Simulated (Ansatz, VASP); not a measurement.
One calculation of Ga3As3CO, two programs

```
Ga As O C
1.0
     4.01370    0.00000    0.00000
     0.00000    5.67623    0.00000
     0.00000    0.00000   23.33527
Ga As O C
3 3 1 1
Cartesian
  2.0069 2.8381 4.0000
  0.0000 0.3711 6.2539
  2.0069 2.7783 7.5339
  0.0000 1.4191 4.0000
  2.0069 4.5990 5.8454
  0.0000 1.6391 8.3853
  1.3379 2.5851 11.5853
  1.3379 2.5851 12.7353
```

Alike in both runs: task single point; functional PBE; dispersion D3(BJ); k mesh 7 × 5 × 1; occupations gaussian, width 0.05 eV; no spin polarisation.

```csv
,VASP,Ansatz
version,VASP 6.6.1,Ansatz 0.2.0
potentials or method,"VASP PAW PBE potentials, release 64 (Ga_d, As, O, C), cutoff 520 eV","scalar-relativistic, plane waves, PAW"
valence electrons in the cell,64,94
```

```tsv
	VASP	Ansatz	Ansatz less VASP
gap on the k mesh at the Fermi level (eV)	0.40	0.41	+0.008
least direct gap on the mesh (eV)	0.75	0.75	+0.003
rms of the force components (eV/Å)	0.379	0.545	+0.1658
```

One of these differences is far larger than is usual between the two programs; its cause wasn't traced. VASP's potentials hold 64 valence electrons a cell and Ansatz's 94, so a difference there can come from the potentials and not from the codes.

Noted on VASP's run: the standard files for N, O and F lose accuracy on very short bonds.
